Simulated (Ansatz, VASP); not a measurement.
# Two plane-wave programs on Ca

File POSCAR:

```
Ca
1.0
    3.4591594273      0.0000000000      0.0000000000
    0.0000000000      3.4591594273      0.0000000000
    0.0000000000      0.0000000000      3.4591594273
Ca
1
Direct
    0.0000000000      0.0000000000      0.0000000000
```

File INCAR.step1:

```
SYSTEM = Ca
PREC = Accurate
ENCUT = 520
ISMEAR = -1
SIGMA = 0.1
LREAL = .False.
LASPH = .True.
NELM = 80
NBANDS = 11
GGA = PE
ALGO = Normal
EDIFF = 1E-4
LWAVE = .True.
LCHARG = .False.
```

The input INCAR.step2:

```
SYSTEM = Ca
PREC = Accurate
ENCUT = 520
EDIFF = 1E-6
ISMEAR = -1
SIGMA = 0.1
LREAL = .False.
LASPH = .True.
NELM = 80
ALGO = Normal
ISIF = 2
LWAVE = .False.
LCHARG = .True.
METAGGA = R2SCAN
LMIXTAU = .True.
LELF = .True.
LVHAR = .True.
NBANDS = 11
ISTART = 1
```

The input KPOINTS:

```
regular mesh
0
Gamma
  10 10 10
  0 0 0
```

Input for Ansatz:

```yaml
crystal:
  lattice:
    - [3.4591594273, 0.0, 0.0]
    - [0.0, 3.4591594273, 0.0]
    - [0.0, 0.0, 3.4591594273]
  atoms:
    - { symbol: Ca, position: [0.0, 0.0, 0.0] }
hamiltonian:
  xc: r2scan
  pseudopotentials:
    kind: paw
    azcp:
      Ca: "pseudopotentials/Ca.paw.azcp"
basis:
  ecutwfc: 500
  fft_grid_basis: typed
kpoints:
  mp_grid: { grid: [10, 10, 10], shift: [0, 0, 0] }
magnetization:
  spin_polarized: false
scf:
  occupations: { method: fermi_dirac, width: 0.1 }
  lower_state_search: "off"
output:
  stress: true
  write_density: true
  write_potential: true
  elf: true
  volumetric_format: npy
```

Alike in both runs: task single point; functional r2SCAN; k mesh 10 × 10 × 10; occupations fermi-dirac, width 0.1 eV; no spin polarisation.

|  | VASP | Ansatz |
| --- | --- | --- |
| version | VASP 6.6.1 | Ansatz 0.2.0 |
| potentials or method | VASP PAW PBE potentials, release 64 (Ca_sv), cutoff 520 eV | plane waves (500 eV) with PAW, scalar-relativistic |
| valence electrons in the cell | 10 | 10 |

```tsv
	VASP	Ansatz	Ansatz less VASP
pressure (GPa)	0.4	0.4	-0.03
```

VASP's potentials were made for PBE, not for r2SCAN. With one functional, cell and mesh, what is left measures potentials, basis and numerics.
